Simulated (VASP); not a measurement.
W:

```
CELL_PARAMETERS angstrom
-1.58000 1.58000 1.58000
1.58000 -1.58000 1.58000
1.58000 1.58000 -1.58000
ATOMIC_POSITIONS crystal
W 0.00000 0.00000 0.00000
```

* Program: VASP 6.6.1
* Task: relaxation of cell and atoms
* Functional: r2SCAN
* Potentials or basis: VASP PAW PBE potentials, release 64 (W_sv)
* Cutoff: 600 eV
* k mesh: 24 × 24 × 24
* Occupations: methfessel-paxton, width 0.1 eV
* Spin: no spin polarisation

At the start: pressure 4.1 GPa; volume 15.78 Å³/atom.

Problem. Where does the relaxation end?

Solution. Over 4 steps the energy falls by 2.4 meV/atom and the volume is 15.97 Å³/atom (+1.2 %); space group Im-3m (No. 229, to 0.1 Å) before and after.

The path:
```tsv
step	energy change (eV)	largest force (eV/Å)	pressure (GPa)	volume (Å³)
1	0.0000	0.0000	4.06	15.78
2	0.0293	0.0000	-13.26	16.71
3	-0.0024	0.0000	-0.06	15.98
4	-0.0024	0.0000	0.03	15.97
```

Final structure:
```cif
data_structure
_symmetry_space_group_name_H-M 'P 1'
_symmetry_Int_Tables_number 1
_cell_length_a 2.7478
_cell_length_b 2.7478
_cell_length_c 2.7478
_cell_angle_alpha 109.471
_cell_angle_beta 109.471
_cell_angle_gamma 109.471
_cell_volume 15.97
loop_
_atom_site_label
_atom_site_type_symbol
_atom_site_fract_x
_atom_site_fract_y
_atom_site_fract_z
_atom_site_occupancy
W1 W 0.00000 0.00000 0.00000 1
```

Caveat: the PAW data sets were made with another functional, which shifts forces and pressure a little.
